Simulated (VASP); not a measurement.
Input of a VASP 6.6.1 run:

INCAR

```
SYSTEM = Pd
  PREC = Accurate
  ENCUT = 520
  EDIFF = 1E-7
  ISMEAR = 0
  SIGMA = 0.15
  LREAL = .FALSE.
  LASPH = .TRUE.
  NELM = 80
  ALGO = Fast
  ISIF = 2
  LWAVE = .FALSE.
  LCHARG = .FALSE.
  GGA = PE
  NBANDS = 11
```

Contents of KPOINTS:

```
regular mesh
0
G
  8 8 8
  0 0 0
```

The input POSCAR:

```
Pd
1.0
    0.0000000000      1.9449000000      2.0421450000
    1.9449000000      0.0000000000      2.0421450000
    1.9449000000      1.9449000000      0.0000000000
Pd
1
Direct
    0.0000000000      0.0000000000      0.0000000000
```

Potentials or basis: VASP PAW PBE potentials, release 64 (Pd).

The run is started by

```sh
$ cat potpaw_PBE.64/Pd/POTCAR > POTCAR
$ mpirun -np 1 vasp_std > vasp.out
```

Problem. Predict the pressure.

Solution. -0.7 GPa.

Problem. What does it give for the band gap on the k mesh?

Solution. Zero (band 5 reaches 9.48 eV, above the bottom of band 6 at 8.00 eV).

Stress tensor (GPa, compression positive):
```
 0.18  0.00  0.00
 0.00  0.18  0.00
 0.00  0.00 -2.60
```

Caveat: the cell differs from its parent crystal (strain +0.000 along x and y, +0.050 along z).
